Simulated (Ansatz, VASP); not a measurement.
Two plane-wave programs on Si

INCAR

```
PREC = Accurate
ENCUT = 520
EDIFF = 1E-6
ISMEAR = 0
SIGMA = 0.15
LREAL = F
LASPH = T
NELM = 60
ALGO = Normal
ISIF = 2
LWAVE = F
LCHARG = T
GGA = CA
LELF = T
LVHAR = T
NBANDS = 8
```

Contents of KPOINTS:

```
regular mesh
0
Gamma
  24 24 20
```

Contents of POSCAR:

```
Si
1.0
    2.5812346727      0.0000000000      0.0000000000
   -1.2906173364      2.2354147996      0.0000000000
    0.0000000000      0.0000000000      2.5033497058
Si
1
Direct
    0.0000000000      0.0000000000      0.0000000000
```

Input for Ansatz:

```yaml
crystal:
  lattice:
    - [2.5812346727, 0.0, 0.0]
    - [-1.2906173364, 2.2354147996, 0.0]
    - [0.0, 0.0, 2.5033497058]
  atoms:
    - { symbol: Si, position: [0.0, 0.0, 0.0] }
basis:
  ecutwfc: 420
kpoints:
  mp_grid: { grid: [24, 24, 20] }
hamiltonian:
  xc: lda
scf:
  occupations: { method: gaussian, width: 0.15 }
output:
  forces: true
  stress: true
  eigenvalues: true
```

Change from the starting cell: strain -0.015 along x and y, +0.015 along z, atoms carried along.

Alike in both runs: task single point; functional LDA; k mesh 24 × 24 × 20; occupations gaussian, width 0.15 eV; no spin polarisation.

```csv
,VASP,Ansatz
version,VASP 6.6.1,Ansatz 0.2.0
potentials or method,"VASP PAW LDA potentials, release 64 (Si), cutoff 520 eV","scalar-relativistic, plane waves, PAW"
valence electrons in the cell,4,4
```

Ansatz gave:

- gap on the k mesh at the Fermi level (eV): none
- pressure (GPa): 0.8
- traceless stress, the component that is largest in VASP (GPa): -5.69

Task: Which values does VASP return?

Result: gap on the k mesh at the Fermi level (eV): none; pressure (GPa): 0.9; traceless stress, the component that is largest in VASP (GPa): -5.71.

LDA's correlation is that of Perdew and Zunger in VASP and of Perdew and Wang (1992) in Ansatz. A gap of «none» marks a metal or a gap that the smearing closes.
